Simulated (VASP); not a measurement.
# WC (P-6m2) in VASP: elastic constants with PBEsol

Aim: the elastic constants of WC with PBEsol.

All numbers are computed with VASP 6.6.1; they aren't measurements. Logs are shortened: lines on timing, memory, paths and dates and some standing lists are left out, and cuts for length are marked.

### 1 The cell of the first run

Symmetry: P-6m2, No. 187, hexagonal system. The conventional cell has a = 2.899 Å, b = 2.899 Å, c = 2.827 Å, α = 90.00°, β = 90.00°, γ = 120.00°. W (site symmetry -6m2) has 6 C at 2.19 Å and 8 W at 2.83 to 2.90 Å within 2.9 Å. Within 2.9 Å of C (site symmetry -6m2) lie 6 W at 2.19 Å and 8 C at 2.83 to 2.90 Å.

### 2 Elastic constants, PBEsol

INCAR reads:

```
PREC = Accurate
ENCUT = 600
EDIFF = 1E-8
ISMEAR = -1
SIGMA = 0.08
LREAL = F
LASPH = T
NELM = 60
ALGO = Normal
ISIF = 3
LWAVE = F
LCHARG = F
GGA = PS
NBANDS = 16
IBRION = 6
NFREE = 2
POTIM = 0.015
NSW = 1
```

KPOINTS reads:

```
regular mesh
0
Gamma
  18 18 16
```

POSCAR reads:

```
WC
1.0
    2.8988145963      0.0000000000      0.0000000000
   -1.4494072982      2.5104470813      0.0000000000
    0.0000000000      0.0000000000      2.8272988698
W C
1 1
Direct
    0.0000000000      0.0000000000      0.0000000000
    0.6666666667      0.3333333333      0.5000000000
```

Potentials or basis: VASP PAW PBE potentials, release 64 (W_sv, C).

Run with:

```console
> cat potpaw_PBE.64/W_sv/POTCAR potpaw_PBE.64/C/POTCAR > POTCAR
> mpirun -np 1 vasp_std > vasp.out
```

OUTCAR:

```text
PREC = Accurate
   ENCUT = 600
   EDIFF = 1E-8
   ISMEAR = -1
   LREAL = F
   LASPH = T
   NELM = 60
   ISIF = 3
   GGA = PS
   IBRION = 6
   NFREE = 2
   POTIM = 0.015
   NSW = 1

 ion  position               nearest neighbor table
   1  0.000  0.000  0.000-   2 2.19   2 2.19   2 2.19   2 2.19   2 2.19   2 2.19
   2  0.667  0.333  0.500-   1 2.19   1 2.19   1 2.19   1 2.19   1 2.19   1 2.19

  LATTYP: Found a hexagonal cell.
 ALAT       =     2.8988145963
 C/A-ratio  =     0.9753293203

  Lattice vectors:

 A1 = (   2.8988145963,   0.0000000000,   0.0000000000)
 A2 = (  -1.4494072982,   2.5104470813,   0.0000000000)
 A3 = (   0.0000000000,   0.0000000000,   2.8272988698)

Analysis of symmetry for initial positions (statically):
=====================================================================
 Subroutine PRICEL returns:
 Original cell was already a primitive cell.

 Routine SETGRP: Setting up the symmetry group for a
 hexagonal supercell.

 Subroutine GETGRP returns: Found 12 space group operations
 (whereof 12 operations were pure point group operations)
 out of a pool of 24 trial point group operations.

The static configuration has the point symmetry D_3h.

Analysis of symmetry for dynamics (positions and initial velocities):
=====================================================================
 Subroutine PRICEL returns:
 Original cell was already a primitive cell.

 Routine SETGRP: Setting up the symmetry group for a
 hexagonal supercell.

 Subroutine GETGRP returns: Found 12 space group operations
 (whereof 12 operations were pure point group operations)
 out of a pool of 24 trial point group operations.

The dynamic configuration has the point symmetry D_3h.

 Subroutine INISYM returns: Found 12 space group operations
 (whereof 12 operations are pure point group operations),
 and found     1 'primitive' translations

----------------------------------------------------------------------------------------

                                     Primitive cell

  volume of cell :      20.5752

  direct lattice vectors                    reciprocal lattice vectors
     2.898814596  0.000000000  0.000000000     0.344968596  0.199167711  0.000000000
    -1.449407298  2.510447081  0.000000000     0.000000000  0.398335423  0.000000000
     0.000000000  0.000000000  2.827298870     0.000000000  0.000000000  0.353694479

  length of vectors
     2.898814596  2.898814596  2.827298870     0.398335423  0.398335423  0.353694479

  position of ions in fractional coordinates (direct lattice)
     0.000000000  0.000000000  0.000000000
     0.666666667  0.333333333  0.500000000

  ion indices of the primitive-cell ions
   primitive index   ion index
                 1           1
                 2           2

----------------------------------------------------------------------------------------

 KPOINTS: regular mesh

Automatic generation of k-mesh.
 Grid dimensions read from file:
 generate k-points for:   18   18   16
[... 104 lines left out ...]

 number of electron      18.0000001 magnetization

 Free energy of the ion-electron system (eV)
  ---------------------------------------------------
  ext. energy  EPLUGINS =         0.00000000
  ---------------------------------------------------
  free energy    TOTEN  =       -23.90338157 eV

  energy without entropy =      -23.89685101  energy(sigma->0) =      -23.90011629

------------------------ aborting loop because EDIFF is reached ----------------------------------------

  FORCE on cell =-STRESS in cart. coord.  units (eV):
  Direction    XX          YY          ZZ          XY          YZ          ZX
  --------------------------------------------------------------------------------------
  -------------------------------------------------------------------------------------
  Total        0.1400394      0.1400394      0.1837780     -0.0000000      0.0000000     -0.0000000
  in kB       10.9047972     10.9047972     14.3106999     -0.0000000      0.0000000     -0.0000000
  external PRESSURE =      12.0400981 kB  Pullay stress =       0.0000000 kB
[... 89 lines left out ...]
  FREE ENERGIE OF THE ION-ELECTRON SYSTEM (eV)
  ---------------------------------------------------
  free  energy   TOTEN  =       -23.8899420050 eV

  energy  without entropy=      -23.8837956244  energy(sigma->0) =      -23.88686881

[... ionic steps 4 to 18 ...]

--------------------------------------- Ionic step       19  -------------------------------------------

 number of electron      18.0000001 magnetization

------------------------ aborting loop because EDIFF is reached ----------------------------------------
[... 67 lines left out ...]
--------------------------------------- Ionic step       21  -------------------------------------------

 number of electron      18.0000001 magnetization

 Free energy of the ion-electron system (eV)
  ---------------------------------------------------
  ext. energy  EPLUGINS =         0.00000000
  ---------------------------------------------------
  free energy    TOTEN  =       -23.90173424 eV

  energy without entropy =      -23.89519560  energy(sigma->0) =      -23.89846492

 E-fermi :  11.0618     XC(G=0): -13.9750

 val. band max:       11.0571483978   @ k =   0.3333   0.3333   0.0625
 cond. band min:      11.0745660819   @ k =   0.4444  -0.0000   0.5000
 fundamental gap:      0.0174176841
 Fermi energy:        11.0618427493

 k-point     1 :       0.0000    0.0000    0.0000
  band No.  band energies     occupation
      1     -62.8611      2.00000
      2     -26.8468      2.00000
      3     -26.7424      2.00000
      4     -26.7424      2.00000
      5      -3.4396      2.00000
      6       6.6729      2.00000
[... 433 lines left out ...]
      3     -26.9971      2.00000
      4     -26.7309      2.00000
      5      -0.0042      2.00000
      6       4.1327      2.00000
[... 8 lines left out ...]
     15      24.9293      0.00000
     16      28.6441      0.00000

 [... further k-points ...]

------------------------ aborting loop because EDIFF is reached ----------------------------------------

  FORCE on cell =-STRESS in cart. coord.  units (eV):
  Direction    XX          YY          ZZ          XY          YZ          ZX
  --------------------------------------------------------------------------------------
  -------------------------------------------------------------------------------------
  Total        0.1455372      0.1455372      0.1928044     -0.0000000      0.0000000      0.0000000
  in kB       11.3329103     11.3329103     15.0135799     -0.0000000      0.0000000      0.0000000
  external PRESSURE =      12.5598002 kB  Pullay stress =       0.0000000 kB
[... 17 lines left out ...]
  FREE ENERGIE OF THE ION-ELECTRON SYSTEM (eV)
  ---------------------------------------------------
  free  energy   TOTEN  =       -23.9017342370 eV

  energy  without entropy=      -23.8951956024  energy(sigma->0) =      -23.89846492

 INTERNAL STRAIN TENSORS FROM STRAINED CELLS
 ============================================

 INTERNAL STRAIN TENSOR FOR ION    1 for displacements in x,y,z  (eV/Angst):
          X           Y           Z          XY          YZ          ZX
  --------------------------------------------------------------------------------
  x    -0.00000     0.00000    -0.00000     5.89096     0.00000    -0.00000
  y     5.90119    -5.90315    -0.00000    -0.00021    -0.00029     0.00015
  z     0.00000     0.00000     0.00000     0.00000     0.00407     0.00000

 INTERNAL STRAIN TENSORS FROM DISPLACED ATOMS
 ============================================

 INTERNAL STRAIN TENSOR FOR ION    1 for displacements in x,y,z  (eV/Angst):
          X           Y           Z          XY          YZ          ZX
  --------------------------------------------------------------------------------
  x    -0.00000     0.00000     0.00000     5.92041     0.00000     0.00000
  y     5.92041    -5.92041     0.00000     0.00000     0.00000     0.00000
  z     0.00000     0.00000     0.00000     0.00000     0.00000    -0.00000

 INTERNAL STRAIN TENSOR FOR ION    2 for displacements in x,y,z  (eV/Angst):
          X           Y           Z          XY          YZ          ZX
  --------------------------------------------------------------------------------
  x     0.00000    -0.00000    -0.00000    -5.92301     0.00000     0.00000
  y    -5.92301     5.92301     0.00000    -0.00000     0.00000     0.00000
  z     0.00000     0.00000     0.00000     0.00000     0.00000     0.00000

 Eigenvectors and eigenvalues of the dynamical matrix
 ----------------------------------------------------

   1 f  =   18.616548 THz   116.971222 2PiTHz  620.981203 cm-1    76.991822 meV
             X         Y         Z           dx          dy          dz
      0.000000  0.000000  0.000000    -0.103204    0.225109    0.000000
      1.449407  0.836816  1.413649     0.403771   -0.880706   -0.000000
[... 21 lines left out ...]
   6 f/i=    0.001010 THz     0.006343 2PiTHz    0.033673 cm-1     0.004175 meV
             X         Y         Z           dx          dy          dz
      0.000000  0.000000  0.000000    -0.000000    0.000000   -0.968839
      1.449407  0.836816  1.413649    -0.000000    0.000000   -0.247692

--------------------------------------------------------------------------------------------------------

 ELASTIC MODULI CONTR FROM IONIC RELAXATION (kBar)
 Direction    XX          YY          ZZ          XY          YZ          ZX
 --------------------------------------------------------------------------------
 XX        -170.7917    170.7917      0.0000      0.0000      0.0000     -0.0000
 YY         170.7917   -170.7917      0.0000      0.0000      0.0000      0.0000
 ZZ           0.0000      0.0000     -0.0000     -0.0000      0.0000      0.0000
 XY           0.0000      0.0000     -0.0000   -170.7917      0.0000      0.0000
 YZ           0.0000      0.0000      0.0000      0.0000      0.0000      0.0000
 ZX          -0.0000      0.0000      0.0000      0.0000      0.0000     -0.0000
 --------------------------------------------------------------------------------

 TOTAL ELASTIC MODULI (kBar)
 Direction    XX          YY          ZZ          XY          YZ          ZX
 --------------------------------------------------------------------------------
 XX        7374.2874   2498.4910   1906.4383     -0.0000      0.0000     -0.0000
 YY        2498.4910   7374.2874   1906.4383     -0.0000     -0.0000      0.0000
 ZZ        1906.4383   1906.4383   9934.5416     -0.0000     -0.0000      0.0000
 XY          -0.0000     -0.0000     -0.0000   2437.8982      0.0000      0.0000
 YZ           0.0000      0.0000     -0.0000      0.0000   3227.6190     -0.0000
 ZX          -0.0000     -0.0000      0.0000      0.0000     -0.0000   3227.6183
 --------------------------------------------------------------------------------
```

Run time: 65 min. Hardware: 1 thread of Oxide Virtual Turin-like, shared host; peak memory 0.98 GiB.

What came out:

```yaml
Voigt_bulk_modulus: 415 GPa
Highest_phonon_frequency_at_Γ: 621 cm⁻¹
```

Phonon frequencies in cm⁻¹ (negative: imaginary):
```csv
q point,frequencies
"(0.000, 0.000, 0.000)",0 0 0 594 621 621
```

Elastic tensor in Voigt notation (GPa, in the Cartesian axes of the cell as first typed):
```
737 250 191   0   0   0
250 737 191   0   0   0
191 191 993   0   0   0
  0   0   0 323   0   0
  0   0   0   0 323   0
  0   0   0   0   0 244
```

Clamped-ion elastic tensor (GPa):
```
755 233 191   0   0   0
233 755 191   0   0   0
191 191 993   0   0   0
  0   0   0 323   0   0
  0   0   0   0 323   0
  0   0   0   0   0 261
```

Caveat: the cell is under stress, which shifts elastic constants; the PAW data sets were made with another functional, which shifts forces and pressure a little; spin-orbit coupling is left out, which moves the levels of the heavy elements.
